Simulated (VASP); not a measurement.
# Cs: density of states with PBE

Crystal: Cs.

```
Cs
1.0
     5.45966    0.00000    0.00000
    -2.72983    4.72821    0.00000
     0.00000    0.00000    9.03779
Cs
2
Direct
  0.33333 0.66667 0.25000
  0.66667 0.33333 0.75000
```

```yaml
Program: VASP 6.6.1
Task: density of states
Functional: PBE
Potentials_or_basis: VASP PAW PBE potentials, release 64 (Cs_sv)
Cutoff: 520 eV
k_mesh: 9 × 9 × 6
Occupations: gaussian, width 0.1 eV
Spin: no spin polarisation
Dipole_correction: no
k_mesh_for_the_DOS: 14 × 14 × 9
Occupations_for_the_DOS: tetrahedron
Further_INCAR_settings: ALGO = Normal; EDIFF = 1e-06; NBANDS = 16
```

```json
{
  "Valence electrons inside the program's atomic spheres": "Cs 6.54"
}
```

Levels at points of the mesh, in eV from the Fermi level:
```tsv
k point	band 5	band 6	band 7	band 8	band 9	band 10	band 11	band 12	band 13	band 14
(0.00, 0.00, 0.00)	-10.63	-10.61	-10.61	-10.61	-1.67	-0.05	0.71	2.36	2.39	2.39
(0.50, 0.00, 0.00)	-10.68	-10.66	-10.64	-10.63	-0.01	0.34	0.78	0.98	1.61	1.98
```

It took 2.6 min on 1 thread of Intel(R) Xeon(R) 6975P-C (Granite Rapids) (shared host), peak memory 0.56 GiB.

Caveat: spin-orbit coupling is left out, which moves the levels of the heavy elements.
